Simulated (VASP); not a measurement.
# LiSi16 (a cell with a defect) in VASP: a series of runs

LiSi16 (a cell with a defect) is run at these levels: PBE; tasks: single point.

Everything below comes from runs of VASP 6.6.1. Logs are shortened: lines on timing, memory, paths and dates and some standing lists are left out, and cuts for length are marked.

## Step 1: The cell of the first run

The cell holds a defect, 17 atoms: a = 7.679 Å, b = 7.679 Å, c = 7.679 Å, α = 60.00°, β = 60.00°, γ = 60.00°.

## Step 2: Single point, PBE, collinear spin, zero start

INCAR reads:

```
PREC = Accurate ; ENCUT = 520
EDIFF = 1E-6 ; ISMEAR = -1
SIGMA = 0.05 ; LREAL = Auto
LASPH = T ; NELM = 150
ALGO = Normal ; ISIF = 2
LWAVE = F ; LCHARG = F
ISPIN = 2 ; MAGMOM = 0 0 0 0 0 0 0 0 0 0 0 0 0 0 0 0 0
LORBIT = 11 ; GGA = PE
NBANDS = 52
```

KPOINTS reads:

```
regular mesh
0
Gamma
  2 2 2
```

POSCAR reads:

```
LiSi16
1.0
    0.0000000000      5.4300000000      5.4300000000
    5.4300000000      0.0000000000      5.4300000000
    5.4300000000      5.4300000000      0.0000000000
Si Li
16 1
Direct
    0.0209023941     -0.0295027624      0.0047882136
    0.1261970534      0.1093093923      0.1356261510
   -0.0052946593     -0.0120534070      0.4961786372
    0.1143462247      0.1316942910      0.6244014733
   -0.0035451197      0.4819613260      0.0305985267
    0.1401933702      0.5945580110      0.1578729282
   -0.0308195212      0.5081675875      0.5243738490
    0.1287476980      0.6144198895      0.6317863720
    0.5121639042      0.0049631676      0.0049447514
    0.6683241252      0.1228729282      0.1051012891
    0.4952025783      0.0322559853      0.4685359116
    0.5929650092      0.1639594843      0.6210128913
    0.5171546961      0.4830478821     -0.0090331492
    0.6266298343      0.6212707182      0.1144567219
    0.4829926335      0.5299723757      0.4860128913
    0.6096869245      0.6514917127      0.5992633517
    0.4057642726      0.8475138122      0.8607366483
```

Potentials or basis: VASP PAW PBE potentials, release 64 (Si, Li_sv).

Started as:

```console
$ cat potpaw_PBE.64/Si/POTCAR potpaw_PBE.64/Li_sv/POTCAR > POTCAR
$ mpirun -np 1 vasp_std > vasp.out
```

OUTCAR:

```text
PREC = Accurate
   ENCUT = 520
   EDIFF = 1E-6
   ISMEAR = -1
   LREAL = Auto
   LASPH = T
   NELM = 150
   ISIF = 2
   ISPIN = 2
   LORBIT = 11
   GGA = PE

 ion  position               nearest neighbor table
   1  0.021  0.970  0.005-  10 2.22   2 2.35   6 2.37   4 2.40  17 2.42
   2  0.126  0.109  0.136-   3 2.26   5 2.34   1 2.35   9 2.43
   3  0.995  0.988  0.496-   2 2.26   8 2.35   4 2.46  12 2.54
   4  0.114  0.132  0.624-   7 2.37  11 2.40   1 2.40   3 2.46
   5  0.996  0.482  0.031-  14 2.33   2 2.34   6 2.41   8 2.50
   6  0.140  0.595  0.158-   7 2.32   1 2.37  13 2.38   5 2.41  17 2.83
   7  0.969  0.508  0.524-  16 2.27   6 2.32   8 2.35   4 2.37
   8  0.129  0.614  0.632-  15 2.23   3 2.35   7 2.35   5 2.50
   9  0.512  0.005  0.005-  10 2.36  14 2.42   2 2.43  12 2.43  17 2.57
  10  0.668  0.123  0.105-   1 2.22  13 2.27  11 2.31   9 2.36
  11  0.495  0.032  0.469-  10 2.31  16 2.39   4 2.40  12 2.40  17 2.49
  12  0.593  0.164  0.621-  15 2.30  11 2.40   9 2.43   3 2.54  17 2.78
  13  0.517  0.483  0.991-  10 2.27  17 2.29  14 2.33   6 2.38  16 2.47
  14  0.627  0.621  0.114-  13 2.33   5 2.33  15 2.34   9 2.42  17 2.58
  15  0.483  0.530  0.486-   8 2.23  16 2.27  12 2.30  14 2.34
  16  0.610  0.651  0.599-  15 2.27   7 2.27  11 2.39  13 2.47  17 2.50
  17  0.406  0.848  0.861-  13 2.29   1 2.42  11 2.49  16 2.50   9 2.57  14 2.58  12 2.78   6 2.83

  LATTYP: Found a face centered cubic cell.
 ALAT       =    10.8600000000

  Lattice vectors:

 A1 = (   0.0000000000,   5.4300000000,   5.4300000000)
 A2 = (   5.4300000000,   0.0000000000,   5.4300000000)
 A3 = (   5.4300000000,   5.4300000000,   0.0000000000)

Analysis of symmetry for initial positions (statically):
=====================================================================
 Subroutine PRICEL returns:
 Original cell was already a primitive cell.

 Routine SETGRP: Setting up the symmetry group for a
 face centered cubic supercell.

 Subroutine GETGRP returns: Found  1 space group operations
 (whereof  1 operations were pure point group operations)
 out of a pool of 48 trial point group operations.

The static configuration has the point symmetry C_1 .

Analysis of symmetry for dynamics (positions and initial velocities):
=====================================================================
 Subroutine PRICEL returns:
 Original cell was already a primitive cell.

 Routine SETGRP: Setting up the symmetry group for a
 face centered cubic supercell.

 Subroutine GETGRP returns: Found  1 space group operations
 (whereof  1 operations were pure point group operations)
 out of a pool of 48 trial point group operations.

The dynamic configuration has the point symmetry C_1 .

Analysis of structural, dynamic, and magnetic symmetry:
=====================================================================
 Subroutine PRICEL returns:
 Original cell was already a primitive cell.

 Routine SETGRP: Setting up the symmetry group for a
 face centered cubic supercell.

 Subroutine GETGRP returns: Found  1 space group operations
 (whereof  1 operations were pure point group operations)
 out of a pool of 48 trial point group operations.

The overall configuration has the point symmetry C_1 .

 Subroutine INISYM returns: Found  1 space group operations
 (whereof  1 operations are pure point group operations),
 and found     1 'primitive' translations

----------------------------------------------------------------------------------------

                                     Primitive cell

  volume of cell :     320.2060

  direct lattice vectors                    reciprocal lattice vectors
     0.000000000  5.430000000  5.430000000    -0.092081031  0.092081031  0.092081031
     5.430000000  0.000000000  5.430000000     0.092081031 -0.092081031  0.092081031
     5.430000000  5.430000000  0.000000000     0.092081031  0.092081031 -0.092081031

  length of vectors
     7.679179644  7.679179644  7.679179644     0.159489025  0.159489025  0.159489025

  position of ions in fractional coordinates (direct lattice)
     0.020902394  0.970497238  0.004788214
     0.126197053  0.109309392  0.135626151
     0.994705341  0.987946593  0.496178637
     0.114346225  0.131694291  0.624401473
     0.996454880  0.481961326  0.030598527
[... 75 lines left out ...]
   NGX,Y,Z   is equivalent  to a cutoff of  12.99, 12.99, 12.99 a.u.
   NGXF,Y,Z  is equivalent  to a cutoff of  25.98, 25.98, 25.98 a.u.
 SYSTEM =  unknown system
   PREC   = accura    normal or accurate (medium, high low for compatibility)
   ISTART =      0    job   : 0-new  1-cont  2-samecut
   ICHARG =      2    charge: 1-file 2-atom 10-const
   ISPIN  =      2    spin polarized calculation?
   LNONCOLLINEAR =      F non collinear calculations
   LSORBIT =      F    spin-orbit coupling
   LASPH  =      T    aspherical Exc in radial PAW
   ENCUT  =  520.0 eV  38.22 Ry    6.18 a.u.  14.28 14.28 14.28*2*pi/ulx,y,z
   NELM   =    150;   NELMIN=  2; NELMDL= -5     # of ELM steps
   EDIFF  = 0.1E-05   stopping-criterion for ELM
   LREAL  =      T    real-space projection
   EDIFFG = 0.1E-04   stopping-criterion for IOM
   NSW    =      0    number of steps for IOM
   IBRION =     -1    ionic relax: 0-MD 1-quasi-New 2-CG
   NFREE  =      0    steps in history (QN), initial steepest desc. (CG)
   ISIF   =      2    stress and relaxation
   ISYM   =      2    0-nonsym 1-usesym 2-fastsym
   POTIM  = 0.5000    time-step for ionic-motion
   TEBEG  =    0.0;   TEEND  =   0.0 temperature during run
   PSTRESS=    0.0 pullay stress
   NELECT =      67.0000    total number of electrons
   NUPDOWN=      -1.0000    fix difference up-down
   EMIN   =  10.00;   EMAX   =-10.00  energy-range for DOS
   EFERMI =   0.00;   METHOD = LEGACY
   ISMEAR =    -1;   SIGMA  =   0.05  broadening in eV -4-tet -1-fermi 0-gaus
   EFERMI_NEDOS =   21; number of points for ismear=-14 and -15
   IALGO  =     38    algorithm
   IMIX   =      4    mixing-type and parameters
     AMIX     =   0.40;   BMIX     =  1.00
     AMIX_MAG =   1.60;   BMIX_MAG =  1.00
  volume/ion in A,a.u.               =      18.84       127.11
  Fermi-wavevector in a.u.,A,eV,Ry     =   0.971904  1.836632 12.852022  0.944597
  Thomas-Fermi vector in A             =   2.102159
   LORBIT       =     11    0 simple, 1 ext, 2 COOP (PROOUT), +10 PAW based schemes
   GGA     = PE    functional components
   LHFCALC =     F    Hartree Fock is set to
   AEXX    =    0.0000 exact exchange contribution
   IVDW    =     0    specifies the selected vdW correction
   LEPSILON=     F    determine dielectric tensor
   LRPA    =     F    only Hartree local field effects (RPA)
 spin polarized calculation
  energy-cutoff  :      520.00
  volume of cell :      320.21
 maximum number of plane-waves:      8646
 NGX is ok and might be reduce to    60
   NGX = 29   NGY = 29   NGZ = 29

 number of electron      67.0000000 magnetization      -0.0000004

 number of electron      67.0000000 magnetization       0.0000022

 Free energy of the ion-electron system (eV)
  ---------------------------------------------------
  ext. energy  EPLUGINS =         0.00000000
  ---------------------------------------------------
  free energy    TOTEN  =       -85.79587901 eV

  energy without entropy =      -85.76746437  energy(sigma->0) =      -85.78167169

 E-fermi :   6.6998     XC(G=0):  -9.5461

 val. band max:        6.6755966003   @ k =   0.0000   0.0000   0.0000
 cond. band min:       6.7165286094   @ k =   0.0000   0.0000   0.0000
 fundamental gap:      0.0409320091
 Fermi energy:         6.6997966923

 spin component 1

 k-point     1 :       0.0000    0.0000    0.0000
  band No.  band energies     occupation
      1     -40.4169      1.00000
      2      -6.0164      1.00000
      3      -3.9434      1.00000
      4      -3.6675      1.00000
      5      -3.6230      1.00000
      6      -3.5331      1.00000
[... 373 lines left out ...]
     44      10.1712      0.00000
     45      10.2544      0.00000
 Fermi energy:         6.6997966923

 spin component 2

 k-point     1 :       0.0000    0.0000    0.0000
  band No.  band energies     occupation
      1     -40.4169      1.00000
      2      -6.0164      1.00000
      3      -3.9434      1.00000
      4      -3.6675      1.00000
      5      -3.6230      1.00000
      6      -3.5331      1.00000
[... 373 lines left out ...]
     44      10.1712      0.00000
     45      10.2544      0.00000
 [bands above 45 left out]

------------------------ aborting loop because EDIFF is reached ----------------------------------------

  FORCE on cell =-STRESS in cart. coord.  units (eV):
  Direction    XX          YY          ZZ          XY          YZ          ZX
  --------------------------------------------------------------------------------------
  -------------------------------------------------------------------------------------
  Total        7.2862705      6.6933657      7.3693083     -2.3657396      0.4608598     -0.3851977
  in kB       36.4574585     33.4908100     36.8729449    -11.8371743      2.3059504     -1.9273688
  external PRESSURE =      35.6070712 kB  Pullay stress =       0.0000000 kB

 VOLUME and BASIS-vectors are now :
 -----------------------------------------------------------------------------
  energy-cutoff  :      520.00
  volume of cell :      320.21
      direct lattice vectors                 reciprocal lattice vectors
     0.000000000  5.430000000  5.430000000    -0.092081031  0.092081031  0.092081031
     5.430000000  0.000000000  5.430000000     0.092081031 -0.092081031  0.092081031
     5.430000000  5.430000000  0.000000000     0.092081031  0.092081031 -0.092081031

 POSITION                                       TOTAL-FORCE (eV/Angst)
 -----------------------------------------------------------------------------------
      5.29580      0.13950      5.38330        -0.263032      0.189412      0.634972
      1.33000      1.42170      1.27880        -0.487346      0.082618      0.827900
      8.05880      8.09550     10.76580         1.705089      0.288611     -0.495612
      4.10560      4.01140      1.33600        -0.730530     -0.359175     -0.421524
      2.78320      5.57690      8.02780        -0.726134     -0.389488      0.950144
      4.08570      1.61850      3.98970        -0.491054     -0.790089     -0.231518
[... 9 lines left out ...]
      6.79160      6.56460      6.84820         0.787817      0.414807     -0.054862
      9.27580      6.87710      6.80530         0.584353     -0.313359      0.600118
 -----------------------------------------------------------------------------------
    total drift:                                0.002019     -0.003408     -0.006977

  FREE ENERGIE OF THE ION-ELECTRON SYSTEM (eV)
  ---------------------------------------------------
  free  energy   TOTEN  =       -85.7958790146 eV

  energy  without entropy=      -85.7674643689  energy(sigma->0) =      -85.78167169

 total charge

# of ion       s       p       d       tot
------------------------------------------
    1        0.742   0.988   0.000   1.730
    2        0.739   0.957   0.000   1.697
    3        0.744   0.924   0.000   1.668
    4        0.745   0.908   0.000   1.653
    5        0.746   0.919   0.000   1.665
    6        0.746   0.932   0.000   1.678
[... 9 lines left out ...]
   16        0.746   0.964   0.000   1.710
   17        2.031   0.089   0.000   2.120
--------------------------------------------------
tot         13.938  15.268   0.000  29.206

 magnetization (x)

# of ion       s       p       d       tot
------------------------------------------
    1       -0.000  -0.000   0.000  -0.000
    2       -0.000  -0.000   0.000  -0.000
    3        0.000   0.000   0.000   0.000
    4        0.000   0.000   0.000   0.000
    5        0.000   0.000   0.000   0.000
    6        0.000   0.000   0.000   0.000
[... 9 lines left out ...]
   16        0.000   0.000   0.000   0.000
   17       -0.000   0.000   0.000   0.000
--------------------------------------------------
tot         -0.000   0.000   0.000   0.000
```

It took 4.1 min on 1 thread of Intel Xeon 6975P-C (Granite Rapids), shared host; peak memory 0.71 GiB.

What came out:

- Free energy: -85.7959 eV
- Largest force: 2.077 eV/Å
- Net moment: 0.00 μB per cell
- Valence electrons inside the program's atomic spheres: Si 1.73, 1.70, 1.67, 1.65, 1.68, 1.69, 1.72, 1.66, 1.71, 1.74 (each value once); Li 2.12

Forces in eV/Å, atoms in the order of the input:
```
Si  -0.263  0.189  0.635
Si  -0.487  0.083  0.828
Si   1.705  0.289 -0.496
Si  -0.731 -0.359 -0.422
Si  -0.726 -0.389  0.950
Si  -0.491 -0.790 -0.232
Si  -0.641  1.069  0.539
Si   1.621 -0.395 -1.237
Si  -0.137 -0.658 -0.267
Si   0.126 -0.712 -1.214
Si   0.624  0.214 -0.261
Si  -1.363  1.449  0.025
Si  -0.238 -0.364 -0.074
Si   0.576  0.402  0.572
Si  -0.947 -0.127  0.107
Si   0.788  0.415 -0.055
Li   0.584 -0.313  0.600
```

Caveat: the k points lie up to 0.50 Å⁻¹ apart; the cutoff is under 1.25 times the usual one of these potentials, so pressure, stress and relaxed cells hold a basis-set (Pulay) error.

[end of part 1 of 2]
